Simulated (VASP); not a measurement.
Write the native input for VASP 6.6.1 that does the following.

```
Task                   : single point
Functional             : LDA
Potentials or basis    : VASP PAW LDA potentials, release 64 (Li_sv, F)
Cutoff                 : 520 eV
k mesh                 : 9 × 9 × 6
Occupations            : gaussian, width 0.05 eV
Spin                   : no spin polarisation
Dipole correction      : no
Further INCAR settings : ALGO = Normal; EDIFF = 1e-06; NBANDS = 18
```

The structure of LiF lies in POSCAR:

```
LiF
1.0
    2.8600305130      0.0000000000      0.0000000000
   -1.4300152565      2.4768590799      0.0000000000
    0.0000000000      0.0000000000      4.7273444350
Li F
2 2
Direct
    0.3333333333      0.6666666667      0.3839784076
    0.6666666667      0.3333333333      0.8839784076
    0.3333333333      0.6666666667      0.9910195924
    0.6666666667      0.3333333333      0.4910195924
```

One way to write it, as run:

INCAR

```
  PREC = Accurate
  ENCUT = 520
  EDIFF = 1E-6
  ISMEAR = 0
  SIGMA = 0.05
  LREAL = F
  LASPH = T
  NELM = 80
  ALGO = Normal
  ISIF = 2
  LWAVE = F
  LCHARG = F
  NBANDS = 18
```

KPOINTS

```
Automatic mesh
0
Gamma
  9 9 6
```

Potentials or basis: VASP PAW LDA potentials, release 64 (Li_sv, F).

Launch:

```sh
$ cat potpaw_LDA.64/Li_sv/POTCAR potpaw_LDA.64/F/POTCAR > POTCAR
$ mpirun -np 1 vasp_std > vasp.out
```

Results of the run:

```
Largest force          : 0.404 eV/Å
Band gap on the k mesh : 8.50 eV
```

Wall time 16 s on 1 thread of Intel(R) Xeon(R) Platinum 8259CL CPU @ 2.50GHz (Skylake/Cascade Lake), with other jobs on the host, peak memory 0.14 GiB.
